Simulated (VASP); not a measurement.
Wanted: the native input for a VASP 6.6.1 run.

- Task: single point
- Functional: PBEsol
- Potentials or basis: VASP PAW PBE potentials, release 64 (In_d, As)
- Cutoff: 520 eV
- k mesh: 6 × 6 × 6
- Occupations: fermi-dirac, width 0.05 eV
- Spin: no spin polarisation
- Dipole correction: no
- Further INCAR settings: ALGO = Normal; EDIFF = 1e-07; NBANDS = 16

The structure of InAs lies in POSCAR:

```
InAs
1.0
    0.0000000000      2.9772112161      2.9772112161
    2.9772112161      0.0000000000      2.9772112161
    2.9772112161      2.9772112161      0.0000000000
In As
1 1
Direct
    0.0000000000      0.0000000000      0.0000000000
    0.2500000000      0.2500000000      0.2500000000
```

These files were run (other wordings do the same):

INCAR

```
  PREC = Accurate
  ENCUT = 520
  EDIFF = 1E-7
  ISMEAR = -1
  SIGMA = 0.05
  LREAL = F
  LASPH = T
  NELM = 80
  ALGO = Normal
  ISIF = 2
  LWAVE = F
  LCHARG = T
  GGA = PS
  LELF = T
  LVHAR = T
  NBANDS = 16
```

KPOINTS

```
regular mesh
0
Gamma
  6 6 6
```

Potentials or basis: VASP PAW PBE potentials, release 64 (In_d, As).

Run with:

```console
$ cat potpaw_PBE.64/In_d/POTCAR potpaw_PBE.64/As/POTCAR > POTCAR
$ mpirun -np 1 vasp_std > vasp.out
```

It gave:

```yaml
Pressure: 4.5 GPa
Band_gap_on_the_k_mesh: zero (filled and empty bands touch)
```

Caveat: the PAW data sets were made with another functional, which shifts forces and pressure a little; spin-orbit coupling is left out, which moves the levels of the heavy elements.

Run time: 21 s on 1 thread of Intel Xeon 8259CL, on a shared host, peak memory 0.18 GiB.
